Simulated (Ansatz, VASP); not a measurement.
# Two plane-wave programs on Pb

The input POSCAR:

```
Pb
1.0
    0.0000000000      2.4584086270      2.4584086270
    2.4584086270      0.0000000000      2.4584086270
    2.4584086270      2.4584086270      0.0000000000
Pb
1
Direct
    0.0000000000      0.0000000000      0.0000000000
```

The input INCAR.step1:

```
  ALGO = Normal
  EDIFF = 1E-5
  ENCUT = 520
  GGA = PE
  ISIF = 2
  ISMEAR = -1
  LASPH = True
  LCHARG = False
  LREAL = False
  LWAVE = True
  NBANDS = 13
  NELM = 60
  PREC = Accurate
  SIGMA = 0.05
```

File INCAR.step2:

```
  AEXX = 0.2
  AGGAC = 0.81
  AGGAX = 0.72
  ALDAC = 0.19
  ALGO = Normal
  EDIFF = 1E-6
  ENCUT = 520
  GGA = B5
  ISIF = 2
  ISMEAR = -1
  ISTART = 1
  LASPH = True
  LCHARG = False
  LHFCALC = True
  LREAL = False
  LWAVE = False
  NBANDS = 13
  NELM = 60
  PREC = Accurate
  PRECFOCK = Normal
  SIGMA = 0.05
```

KPOINTS

```
k-points
0
Gamma
  5 5 5
```

File input.yaml:

```yaml
crystal:
  lattice:
    - [0.0, 2.458408627, 2.458408627]
    - [2.458408627, 0.0, 2.458408627]
    - [2.458408627, 2.458408627, 0.0]
  atoms:
    - { symbol: Pb, position: [0.0, 0.0, 0.0] }
hamiltonian:
  xc: b3lyp5
  pseudopotentials: { kind: paw }
kpoints:
  mp_grid: { grid: [5, 5, 5] }
scf:
  occupations: { method: fermi_dirac, width: 0.05 }
output:
  forces: true
  stress: true
  eigenvalues: true
```

Alike in both runs: task single point; functional B3LYP5; k mesh 5 × 5 × 5; occupations fermi-dirac, width 0.05 eV; no spin polarisation.

|  | VASP | Ansatz |
| --- | --- | --- |
| version | VASP 6.6.1 | Ansatz 0.2.0 |
| potentials or method | VASP PAW PBE potentials, release 64 (Pb_d) | Ansatz PAW |
| plane-wave cutoff (eV) | 520 | 420 |
| valence electrons in the cell | 14 | 14 |

|  | VASP | Ansatz | Ansatz less VASP |
| --- | --- | --- | --- |
| gap on the k mesh at the Fermi level (eV) | none | none | - |
| pressure (GPa) | 5.1 | 5.0 | -0.05 |

VASP's potentials were made for PBE, not for B3LYP5. A gap of «none» marks a metal or a gap that the smearing closes. The functional is the same, so the differences come from potentials, cutoffs and numerics.

The k mesh is coarse, so the values compare programs but aren't converged. Neither program's run includes spin-orbit coupling.
